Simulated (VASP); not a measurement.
A run of VASP 6.6.1 is set up as follows.

Contents of POSCAR:

```
Si
1.0
    2.6753650607      0.0000000000      0.0000000000
   -1.3376825303      2.3169341069      0.0000000000
    0.0000000000      0.0000000000      8.8870317714
Si
4
Direct
    0.0000000000      1.0000000000      0.0000000000
    0.0000000000      1.0000000000      0.5000000000
    0.3333333333      0.6666666667      0.2500000000
    0.6666666667      0.3333333333      0.7500000000
```

The input INCAR.step1:

```
SYSTEM = Si
PREC = Accurate ; ENCUT = 520
ISMEAR = -1 ; SIGMA = 0.1
LREAL = .False. ; LASPH = .True.
NELM = 60 ; NBANDS = 16
GGA = PE ; ALGO = Normal
EDIFF = 1E-4 ; LWAVE = .True.
LCHARG = .False.
```

Contents of INCAR.step2:

```
SYSTEM = Si
PREC = Accurate ; ENCUT = 520
EDIFF = 1E-6 ; ISMEAR = -1
SIGMA = 0.1 ; LREAL = .False.
LASPH = .True. ; NELM = 60
ALGO = Normal ; ISIF = 2
LWAVE = .False. ; LCHARG = .True.
METAGGA = R2SCAN ; LMIXTAU = .True.
LELF = .True. ; LVHAR = .True.
NBANDS = 16 ; ISTART = 1
```

File KPOINTS:

```
regular mesh
0
Gamma
  18 18 5
  0 0 0
```

Potentials or basis: VASP PAW PBE potentials, release 64 (Si).

Run with:

```bash
$ cat potpaw_PBE.64/Si/POTCAR > POTCAR
$ cp INCAR.step1 INCAR
$ mpirun -np 1 vasp_std > vasp.out
$ cp INCAR.step2 INCAR
$ mpirun -np 1 vasp_std > vasp.out
```

(1) Predict the band gap on the k mesh.

(2) What does it give for the pressure?

Results:

(1) zero (bands 8 and 9 overlap by 13.85 eV).

(2) 0.0 GPa.

Caveat: the PAW data sets were made with another functional, which shifts forces and pressure a little.
